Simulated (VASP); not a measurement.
## Be4Se: single point with PBE

Be4Se:

```xyz
5
Lattice="3.6043 0.0000 0.0000 0.0000 3.6043 0.0000 0.0000 0.0000 4.2382" Properties=species:S:1:pos:R:3 pbc="T T T"
Be    1.0444    0.0000    3.8334
Be    2.5598    0.0000    3.8334
Be    0.0000    2.5598    0.4048
Be    0.0000    1.0444    0.4048
Se    0.0000    0.0000    2.1191
```

```yaml
Program: VASP 6.6.1
Task: single point
Functional: PBE
Potentials_or_basis: VASP PAW PBE potentials, release 64 (Be, Se)
Cutoff: 520 eV
k_mesh: 6 × 6 × 4
Occupations: gaussian, width 0.1 eV
Spin: no spin polarisation
Dipole_correction: no
Further_INCAR_settings: ALGO = Normal; EDIFF = 1e-07; NBANDS = 15
```

```json
{
  "Pressure": "63.5 GPa",
  "Largest force": "4.768 eV/Å",
  "Band gap on the k mesh": "zero (band 7 reaches 5.58 eV, above the bottom of band 8 at 3.46 eV)"
}
```

Forces in eV/Å, atoms in the order of the input:
```
Be  -3.419  0.000 -3.324
Be   3.419  0.000 -3.324
Be   0.000  3.419  3.324
Be   0.000 -3.419  3.324
Se   0.000  0.000  0.000
```

Stress tensor (GPa, compression positive):
```
64.71  0.00  0.00
 0.00 64.71  0.00
 0.00  0.00 61.04
```

Levels at points of the mesh, in eV from the Fermi level:
```
           k point  band 5  band 6  band 7  band 8  band 9  band 10
(0.00, 0.00, 0.00)   -3.18   -3.18   -0.52    1.61    1.61     5.98
(0.50, 0.00, 0.00)   -2.38   -2.09   -1.54    1.00    1.39     3.50
(0.50, 0.50, 0.00)   -4.23   -2.98   -0.90   -0.90    1.76     1.76
(0.00, 0.00, 0.50)   -2.74   -0.80   -0.41    0.17    0.17     2.27
(0.50, 0.00, 0.50)   -2.24   -1.31    0.20    1.75    2.56     4.23
(0.50, 0.50, 0.50)   -3.25   -3.25   -2.46    1.42    2.61     5.54
```

It took 24 s on 1 thread of Intel Xeon 6975P-C, with other jobs on the host, peak memory 0.17 GiB.

Caveat: the k points lie up to 0.37 Å⁻¹ apart; forces of over 1 eV/Å act on the atoms, so gaps and moduli don't describe the material at rest.
